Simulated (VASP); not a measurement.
Au:

```xyz
2
Lattice="2.8848 0.0000 0.0000 -1.4424 2.4983 0.0000 0.0000 0.0000 4.7118" Properties=species:S:1:pos:R:3 pbc="T T T"
Au    0.0000    1.6655    3.5339
Au    1.4424    0.8328    1.1780
```

| Quantity | Value |
| --- | --- |
| Program | VASP 6.6.1 |
| Task | relaxation of cell and atoms |
| Functional | PBE |
| Potentials or basis | VASP PAW PBE potentials, release 64 (Au) |
| Cutoff | 600 eV |
| k mesh | 8 × 8 × 4 |
| Occupations | gaussian, width 0.05 eV |
| Spin | no spin polarisation |

At the start: pressure 9.7 GPa; volume 16.98 Å³/atom.

Question: How do energy, volume and symmetry change on relaxing?

Answer: Over 5 steps the energy falls by 31.0 meV/atom and the volume is 18.05 Å³/atom (+6.3 %); space group P6_3/mmc (No. 194, to 0.05 Å).

Step by step:
```tsv
step	energy change (eV)	largest force (eV/Å)	pressure (GPa)	volume (Å³)
1	0.0000	0.0000	9.73	33.96
2	0.0367	0.0000	-9.00	39.28
3	-0.0617	0.0000	-0.17	36.15
4	-0.0618	0.0000	0.00	36.10
5	-0.0620	0.0000	-0.01	36.11
```

Final structure:
```
Au
1.0
     2.94816    0.00000    0.00000
    -1.47408    2.55318    0.00000
     0.00000    0.00000    4.79720
Au
2
Direct
  0.33333 0.66667 0.75000
  0.66667 0.33333 0.25000
```
